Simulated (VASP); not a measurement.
Here is a VASP 6.6.1 calculation.

INCAR

```
  PREC = Accurate
  ENCUT = 520
  EDIFF = 1E-7
  ISMEAR = 0
  SIGMA = 0.05
  LREAL = False
  LASPH = True
  NELM = 150
  ALGO = Normal
  ISIF = 2
  LWAVE = False
  LCHARG = True
  ISPIN = 2
  MAGMOM = 5 5 0 0
  LORBIT = 11
  LMAXMIX = 4
  GGA = PE
  LELF = True
  LVHAR = True
  NBANDS = 31
```

The input KPOINTS:

```
Automatic mesh
0
Gamma
  8 8 8
```

File POSCAR:

```
MnS
1.0
   -2.5431237785     -2.5431237785      5.0862475570
   -5.0862475570     -2.5431237785      2.5431237785
   -2.5431237785     -5.0862475570      2.5431237785
Mn S
2 2
Direct
    0.0000000000      0.0000000000      0.0000000000
    0.5000000000      0.5000000000      0.5000000000
    1.2500000000     -0.7500000000     -0.7500000000
    1.7500000000     -0.2500000000     -0.2500000000
```

Potentials or basis: VASP PAW PBE potentials, release 64 (Mn_pv, S).

Command:

```sh
$ cat potpaw_PBE.64/Mn_pv/POTCAR potpaw_PBE.64/S/POTCAR > POTCAR
$ mpirun -np 1 vasp_std > vasp.out
```

(1) Predict the site moments.

(2) What does it give for the net moment?

(3) What does it give for the pressure?

Results:

(1) Mn +4.13; S +0.10 μB.

(2) 9.10 μB per cell.

(3) 1.3 GPa.
